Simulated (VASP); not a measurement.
# Al2Cu (Immm) in VASP: further runs

The runs below take Al2Cu through single point, with r2SCAN.

All numbers are computed with VASP 6.6.1; they aren't measurements. Logs are shortened: lines on timing, memory, paths and dates and some standing lists are left out, and cuts for length are marked.

### 1 The cell of the first run

It takes space group Immm (No. 71, orthorhombic). Conventional cell: a = 3.892 Å, b = 4.085 Å, c = 5.831 Å, α = 90.00°, β = 90.00°, γ = 90.00°. Within 3.2 Å of Al (site symmetry mm2) lie 4 Cu at 2.46 to 2.49 Å and 6 Al at 2.82 to 3.00 Å. Cu (site symmetry mmm) has 8 Al at 2.46 to 2.49 Å within 3.2 Å.

### 2 Single point, r2SCAN (uniaxial strain along a: -4.0 %, then relaxed in part)

Contents of POSCAR:

```
Al2Cu
1.0
    2.7523905618      2.7523905618      0.0000000000
   -2.8885976374      2.8885976374      0.0000000000
    0.0000000000      0.0000000000      5.8307733238
Al Cu
4 2
Direct
    0.5000000000      0.0000000000      0.2431144325
    0.0000000000      0.5000000000      0.2568855675
    0.0000000000      0.5000000000      0.7431144325
    0.5000000000      0.0000000000      0.7568855675
    0.0000000000      0.0000000000      0.5000000000
    0.5000000000      0.5000000000      0.0000000000
```

Contents of INCAR.step1:

```
SYSTEM = Al2Cu
ALGO = Normal ; EDIFF = 1E-4
ENCUT = 520 ; GGA = PE
ISMEAR = 0 ; LASPH = .TRUE.
LCHARG = .FALSE. ; LREAL = .FALSE.
LWAVE = .TRUE. ; NBANDS = 26
NELM = 100 ; PREC = Accurate
SIGMA = 0.1
```

Contents of INCAR.step2:

```
SYSTEM = Al2Cu
ALGO = Normal ; EDIFF = 1E-7
ENCUT = 520 ; ISIF = 2
ISMEAR = 0 ; ISTART = 1
LASPH = .TRUE. ; LCHARG = .FALSE.
LMIXTAU = .TRUE. ; LREAL = .FALSE.
LWAVE = .FALSE. ; METAGGA = R2SCAN
NBANDS = 26 ; NELM = 100
PREC = Accurate ; SIGMA = 0.1
```

Contents of KPOINTS:

```
k-points
0
G
  10 10 6
  0 0 0
```

Potentials or basis: VASP PAW PBE potentials, release 64 (Al, Cu).

Started as:

```sh
> cat potpaw_PBE.64/Al/POTCAR potpaw_PBE.64/Cu/POTCAR > POTCAR
> cp INCAR.step1 INCAR
> mpirun -np 1 vasp_std > vasp.out
> cp INCAR.step2 INCAR
> mpirun -np 1 vasp_std > vasp.out
```

OUTCAR:

```text
SYSTEM = Al2Cu
   EDIFF = 1E-7
   ENCUT = 520
   ISIF = 2
   ISMEAR = 0
   ISTART = 1
   LASPH = .TRUE.
   LREAL = .FALSE.
   METAGGA = R2SCAN
   NELM = 100
   PREC = Accurate

 ion  position               nearest neighbor table
   1  0.500  0.000  0.243-   5 2.46   5 2.46   6 2.49   6 2.49   2 2.82   2 2.82   2 2.82   2 2.82
                             4 2.84   4 3.00
   2  0.000  0.500  0.257-   6 2.46   6 2.46   5 2.49   5 2.49   1 2.82   1 2.82   1 2.82   1 2.82
                             3 2.84   3 3.00
   3  0.000  0.500  0.743-   6 2.46   6 2.46   5 2.49   5 2.49   4 2.82   4 2.82   4 2.82   4 2.82
                             2 2.84   2 3.00
   4  0.500  0.000  0.757-   5 2.46   5 2.46   6 2.49   6 2.49   3 2.82   3 2.82   3 2.82   3 2.82
                             1 2.84   1 3.00
   5  0.000  0.000  0.500-   1 2.46   4 2.46   1 2.46   4 2.46   2 2.49   3 2.49   3 2.49   2 2.49

   6  0.500  0.500  0.000-   2 2.46   3 2.46   2 2.46   3 2.46   1 2.49   4 2.49   1 2.49   4 2.49

  LATTYP: Found a simple orthorhombic cell.
 ALAT       =     3.8924680614
 B/A-ratio  =     1.0494868270
 C/A-ratio  =     1.4979630486

  Lattice vectors:

 A1 = (   2.7523905618,   2.7523905618,   0.0000000000)
 A2 = (  -2.8885976374,   2.8885976374,   0.0000000000)
 A3 = (   0.0000000000,   0.0000000000,   5.8307733238)

Analysis of symmetry for initial positions (statically):
=====================================================================
 Subroutine PRICEL returns following result:

  LATTYP: Found a body centered orthorhombic cell.
 ALAT       =     3.8924680614
 B/A-ratio  =     1.0494868270
 C/A-ratio  =     1.4979630486

  Lattice vectors:

 A1 = (   0.0681035378,  -2.8204940996,  -2.9153866619)
 A2 = (  -0.0681035378,   2.8204940996,  -2.9153866619)
 A3 = (   2.8204940996,  -0.0681035378,   2.9153866619)

   2 primitive cells build up your supercell.

 Routine SETGRP: Setting up the symmetry group for a
 simple orthorhombic supercell.

 Subroutine GETGRP returns: Found  8 space group operations
 (whereof  8 operations were pure point group operations)
 out of a pool of  8 trial point group operations.

The static configuration has the point symmetry D_2h.

Analysis of symmetry for dynamics (positions and initial velocities):
=====================================================================
 Subroutine PRICEL returns following result:

  LATTYP: Found a body centered orthorhombic cell.
 ALAT       =     3.8924680614
 B/A-ratio  =     1.0494868270
 C/A-ratio  =     1.4979630486

  Lattice vectors:

 A1 = (   0.0681035378,  -2.8204940996,  -2.9153866619)
 A2 = (  -0.0681035378,   2.8204940996,  -2.9153866619)
 A3 = (   2.8204940996,  -0.0681035378,   2.9153866619)

   2 primitive cells build up your supercell.

 Routine SETGRP: Setting up the symmetry group for a
 simple orthorhombic supercell.

 Subroutine GETGRP returns: Found  8 space group operations
 (whereof  8 operations were pure point group operations)
 out of a pool of  8 trial point group operations.

The dynamic configuration has the point symmetry D_2h.

 Subroutine INISYM returns: Found  8 space group operations
 (whereof  8 operations are pure point group operations),
 and found     2 'primitive' translations

----------------------------------------------------------------------------------------

                                     Primitive cell

  volume of cell :      46.3578

  direct lattice vectors                    reciprocal lattice vectors
     0.068103538 -2.820494100 -2.915386662     0.173094374 -0.173094374 -0.171503837
    -0.068103538  2.820494100 -2.915386662     0.181660265  0.181660265 -0.171503837
     2.820494100 -0.068103538  2.915386662     0.354754639  0.008565891  0.000000000

  length of vectors
     4.057006833  4.057006833  4.057006833     0.298892775  0.308892328  0.354858040

  position of ions in fractional coordinates (direct lattice)
     0.756885567  0.256885567  0.500000000
     0.243114433  0.743114433  0.500000000
     0.500000000  0.500000000  0.000000000

  ion indices of the primitive-cell ions
   primitive index   ion index
                 1           1
                 2           4
                 3           6

----------------------------------------------------------------------------------------

 KPOINTS: k-points

Automatic generation of k-mesh.
 Grid dimensions read from file:
 generate k-points for:   10   10    6

 Generating k-lattice:

  Cartesian coordinates                     Fractional coordinates (reciprocal lattice)
     0.018166027  0.018166027  0.000000000     0.100000000  0.000000000  0.000000000
    -0.017309437  0.017309437  0.000000000     0.000000000  0.100000000  0.000000000
     0.000000000  0.000000000  0.028583973     0.000000000  0.000000000  0.166666667

  Length of vectors
     0.025690641  0.024479241  0.028583973

  Shift w.r.t. Gamma in fractional coordinates (k-lattice)
     0.000000000  0.000000000  0.000000000

 Subroutine IBZKPT returns following result:
 ===========================================

 Found    144 irreducible k-points:

 Following reciprocal coordinates:
            Coordinates               Weight
  0.000000  0.000000  0.000000      1.000000
  0.100000  0.000000  0.000000      2.000000
  0.200000  0.000000  0.000000      2.000000
  0.300000  0.000000  0.000000      2.000000
  0.400000  0.000000  0.000000      2.000000
  0.500000  0.000000  0.000000      1.000000
[... 16 lines left out ...]
  0.400000  0.300000  0.000000      4.000000
  0.500000  0.300000  0.000000      2.000000
 [... further k-points ...]
   k-points           NKPTS =    144   k-points in BZ     NKDIM =    144   number of bands    NBANDS=     26
   number of dos      NEDOS =    301   number of ions     NIONS =      6
   total plane-waves  NPLWV =  43200
   dimension x,y,z NGX =    30 NGY =   30 NGZ =   48
   dimension x,y,z NGXF=    60 NGYF=   60 NGZF=   96
   ions per type =               4   2
   NGX,Y,Z   is equivalent  to a cutoff of  12.81, 12.21, 13.69 a.u.
   NGXF,Y,Z  is equivalent  to a cutoff of  25.63, 24.42, 27.37 a.u.
 SYSTEM =  Al2Cu
   PREC   = accura    normal or accurate (medium, high low for compatibility)
   ISTART =      1    job   : 0-new  1-cont  2-samecut
   ICHARG =      0    charge: 1-file 2-atom 10-const
   ISPIN  =      1    spin polarized calculation?
   LNONCOLLINEAR =      F non collinear calculations
   LSORBIT =      F    spin-orbit coupling
   LASPH  =      T    aspherical Exc in radial PAW
   ENCUT  =  520.0 eV  38.22 Ry    6.18 a.u.   7.24  7.60 10.84*2*pi/ulx,y,z
   NELM   =    100;   NELMIN=  2; NELMDL=  0     # of ELM steps
   EDIFF  = 0.1E-06   stopping-criterion for ELM
   LREAL  =      F    real-space projection
   EDIFFG = 0.1E-05   stopping-criterion for IOM
   NSW    =      0    number of steps for IOM
   IBRION =     -1    ionic relax: 0-MD 1-quasi-New 2-CG
   NFREE  =      0    steps in history (QN), initial steepest desc. (CG)
   ISIF   =      2    stress and relaxation
   ISYM   =      2    0-nonsym 1-usesym 2-fastsym
   POTIM  = 0.5000    time-step for ionic-motion
   TEBEG  =    0.0;   TEEND  =   0.0 temperature during run
   PSTRESS=    0.0 pullay stress
   NELECT =      34.0000    total number of electrons
   NUPDOWN=      -1.0000    fix difference up-down
   EMIN   =  10.00;   EMAX   =-10.00  energy-range for DOS
   EFERMI =   0.00;   METHOD = LEGACY
   ISMEAR =     0;   SIGMA  =   0.10  broadening in eV -4-tet -1-fermi 0-gaus
   EFERMI_NEDOS =   21; number of points for ismear=-14 and -15
   IALGO  =     38    algorithm
   IMIX   =      4    mixing-type and parameters
     AMIX     =   0.40;   BMIX     =  1.00
     AMIX_MAG =   1.60;   BMIX_MAG =  1.00
  volume/ion in A,a.u.               =      15.45       104.28
  Fermi-wavevector in a.u.,A,eV,Ry     =   1.171791  2.214363 18.682071  1.373093
  Thomas-Fermi vector in A             =   2.308229
   LORBIT       =      0    0 simple, 1 ext, 2 COOP (PROOUT), +10 PAW based schemes
   METAGGA = R2SCAN    functional components
   LHFCALC =     F    Hartree Fock is set to
   AEXX    =    0.0000 exact exchange contribution
   IVDW    =     0    specifies the selected vdW correction
   LEPSILON=     F    determine dielectric tensor
   LRPA    =     F    only Hartree local field effects (RPA)
 non-spin polarized calculation
 Gauss-broadening in eV      SIGMA  =   0.10
  energy-cutoff  :      520.00
  volume of cell :       92.72
 maximum number of plane-waves:      2528
 NGX is ok and might be reduce to    30
   NGX = 15   NGY = 15   NGZ = 21

 number of electron      33.9999982 magnetization

 Free energy of the ion-electron system (eV)
  ---------------------------------------------------
  ext. energy  EPLUGINS =         0.00000000
  ---------------------------------------------------
  free energy    TOTEN  =       -49.75871122 eV

  energy without entropy =      -49.75093515  energy(sigma->0) =      -49.75482318

 E-fermi :   7.2787     XC(G=0): -11.3029

 val. band max:        7.2655101813   @ k =   0.0000   0.4000   0.0000
 cond. band min:       7.3094317898   @ k =   0.3000   0.0000   0.5000
 fundamental gap:      0.0439216085
 Fermi energy:         7.2787000358

 k-point     1 :       0.0000    0.0000    0.0000
  band No.  band energies     occupation
      1      -3.6870      2.00000
      2       0.4515      2.00000
      3       0.9182      2.00000
      4       1.9147      2.00000
      5       2.3613      2.00000
      6       2.4247      2.00000
[... 18 lines left out ...]
     25      14.1539      0.00000
     26      14.8130      0.00000

 k-point     2 :       0.1000    0.0000    0.0000
  band No.  band energies     occupation
      1      -3.5840      2.00000
      2       0.5200      2.00000
      3       1.0006      2.00000
      4       1.8947      2.00000
      5       2.3800      2.00000
      6       2.3949      2.00000
[... 18 lines left out ...]
     25      13.8236      0.00000
[... 608 lines left out ...]
     25      16.0774      0.00000
     26      17.0596      0.00000

 k-point    24 :       0.5000    0.3000    0.0000
  band No.  band energies     occupation
      1      -0.3949      2.00000
      2      -0.3949      2.00000
      3       1.7546      2.00000
      4       1.7546      2.00000
      5       2.2393      2.00000
      6       2.2393      2.00000
[... 18 lines left out ...]
     25      16.9677      0.00000
     26      16.9677      0.00000

 [... further k-points ...]

------------------------ aborting loop because EDIFF is reached ----------------------------------------

  FORCE on cell =-STRESS in cart. coord.  units (eV):
  Direction    XX          YY          ZZ          XY          YZ          ZX
  --------------------------------------------------------------------------------------
  -------------------------------------------------------------------------------------
  Total        1.6027852      1.6027852     -0.0559572      1.6896504      0.0000000      0.0000000
  in kB       27.6969939     27.6969939     -0.9669702     29.1980710      0.0000000      0.0000000
  external PRESSURE =      18.1423392 kB  Pullay stress =       0.0000000 kB

 VOLUME and BASIS-vectors are now :
 -----------------------------------------------------------------------------
  energy-cutoff  :      520.00
  volume of cell :       92.72
      direct lattice vectors                 reciprocal lattice vectors
     2.752390562  2.752390562  0.000000000     0.181660265  0.181660265  0.000000000
    -2.888597637  2.888597637  0.000000000    -0.173094374  0.173094374  0.000000000
     0.000000000  0.000000000  5.830773324     0.000000000  0.000000000  0.171503837

 POSITION                                       TOTAL-FORCE (eV/Angst)
 -----------------------------------------------------------------------------------
      1.37620      1.37620      1.41755        -0.000000      0.000000      0.000916
     -1.44430      1.44430      1.49784        -0.000000      0.000000     -0.000916
     -1.44430      1.44430      4.33293        -0.000000      0.000000      0.000916
      1.37620      1.37620      4.41323        -0.000000      0.000000     -0.000916
      0.00000      0.00000      2.91539        -0.000000      0.000000      0.000000
     -0.06810      2.82049      0.00000         0.000000     -0.000000      0.000000
 -----------------------------------------------------------------------------------
    total drift:                               -0.000000      0.000000     -0.000000

  FREE ENERGIE OF THE ION-ELECTRON SYSTEM (eV)
  ---------------------------------------------------
  free  energy   TOTEN  =       -49.7587112162 eV

  energy  without entropy=      -49.7509351480  energy(sigma->0) =      -49.75482318
```

Run time: 20 min. Hardware: 1 thread of Intel Xeon Platinum 8488C (Sapphire Rapids), shared host; peak memory 0.41 GiB.

What came out:

| Item | Value |
| --- | --- |
| Free energy | -49.7587 eV |
| Pressure | 1.8 GPa |
| Band gap on the k mesh | zero (bands 17 and 18 overlap by 4.75 eV) |

Caveat: the cell differs from its parent crystal (uniaxial strain along a: -4.0 %, then relaxed in part); the PAW data sets were made with another functional, which shifts forces and pressure a little.

### 3 Single point, r2SCAN (uniaxial strain along a: +4.0 %, then relaxed in part)

Contents of POSCAR:

```
Al2Cu
1.0
    2.9817564420      2.9817564420      0.0000000000
   -2.8679719661      2.8679719661      0.0000000000
    0.0000000000      0.0000000000      5.6505917951
Al Cu
4 2
Direct
    0.5000000000      0.0000000000      0.2527550473
    0.0000000000      0.5000000000      0.2472449527
    0.0000000000      0.5000000000      0.7527550473
    0.5000000000      0.0000000000      0.7472449527
    0.0000000000      0.0000000000      0.5000000000
    0.5000000000      0.5000000000      0.0000000000
```

Contents of INCAR.step1:

```
SYSTEM = Al2Cu
PREC     = Accurate       ! precision mode
ENCUT    = 520            ! plane-wave cutoff, eV
ISMEAR   = 0              ! smearing method
SIGMA    = 0.1            ! smearing width, eV
LREAL    = .False.        ! projectors in reciprocal space
LASPH    = .True.         ! aspherical terms in the spheres
NELM     = 80             ! most SCF steps
NBANDS   = 26             ! bands
GGA      = PE             ! functional
ALGO     = Normal         ! electronic algorithm
EDIFF    = 1E-4           ! SCF threshold, eV
LWAVE    = .True.         ! write WAVECAR
LCHARG   = .False.        ! write CHGCAR
```

Contents of INCAR.step2:

```
SYSTEM = Al2Cu
PREC     = Accurate       ! precision mode
ENCUT    = 520            ! plane-wave cutoff, eV
EDIFF    = 1E-7           ! SCF threshold, eV
ISMEAR   = 0              ! smearing method
SIGMA    = 0.1            ! smearing width, eV
LREAL    = .False.        ! projectors in reciprocal space
LASPH    = .True.         ! aspherical terms in the spheres
NELM     = 80             ! most SCF steps
ALGO     = Normal         ! electronic algorithm
ISIF     = 2              ! what is computed and relaxed
LWAVE    = .False.        ! write WAVECAR
LCHARG   = .False.        ! write CHGCAR
METAGGA  = R2SCAN         ! meta-GGA
LMIXTAU  = .True.       
NBANDS   = 26             ! bands
ISTART   = 1
```

Contents of KPOINTS:

```
regular mesh
0
Gamma
  10 10 6
  0 0 0
```

Potentials or basis: VASP PAW PBE potentials, release 64 (Al, Cu).

Started as:

```sh
> cat potpaw_PBE.64/Al/POTCAR potpaw_PBE.64/Cu/POTCAR > POTCAR
> cp INCAR.step1 INCAR
> mpirun -np 1 vasp_std > vasp.out
> cp INCAR.step2 INCAR
> mpirun -np 1 vasp_std > vasp.out
```

Run time: 13 min. Hardware: 1 thread of AMD EPYC 9R45 (Zen 5), shared host; peak memory 0.39 GiB.

Results (log left out):

```
Free energy            : -49.7683 eV
Pressure               : -2.5 GPa
Band gap on the k mesh : zero (bands 17 and 18 overlap by 4.21 eV)
```

Stress tensor (GPa, compression positive):
```
-3.70 -3.59  0.00
-3.59 -3.70  0.00
 0.00  0.00 -0.14
```

Levels at points of the mesh, in eV from the Fermi level:
```tsv
k point	band 15	band 16	band 17	band 18	band 19	band 20
(0.00, 0.00, 0.00)	-1.98	0.08	1.71	2.68	2.71	2.89
(0.50, 0.00, 0.00)	-2.66	-2.66	0.33	0.33	2.68	2.68
(0.00, 0.50, 0.00)	-2.55	-2.55	-0.04	-0.04	2.05	2.05
(0.50, 0.50, 0.00)	-2.16	-2.16	-1.90	-1.90	0.60	0.60
(0.00, 0.00, 0.50)	-0.43	-0.43	-0.23	-0.23	0.84	0.84
(0.50, 0.00, 0.50)	0.65	0.65	0.76	0.76	3.11	3.11
(0.00, 0.50, 0.50)	0.24	0.24	0.69	0.69	2.78	2.78
(0.50, 0.50, 0.50)	-3.70	-3.70	-2.50	-2.50	4.58	4.58
```

Caveat: the cell differs from its parent crystal (uniaxial strain along a: +4.0 %, then relaxed in part); the PAW data sets were made with another functional, which shifts forces and pressure a little.

[end of part 1 of 2]

The gap in the log of VASP goes by the Fermi energy; the results here count the filled bands.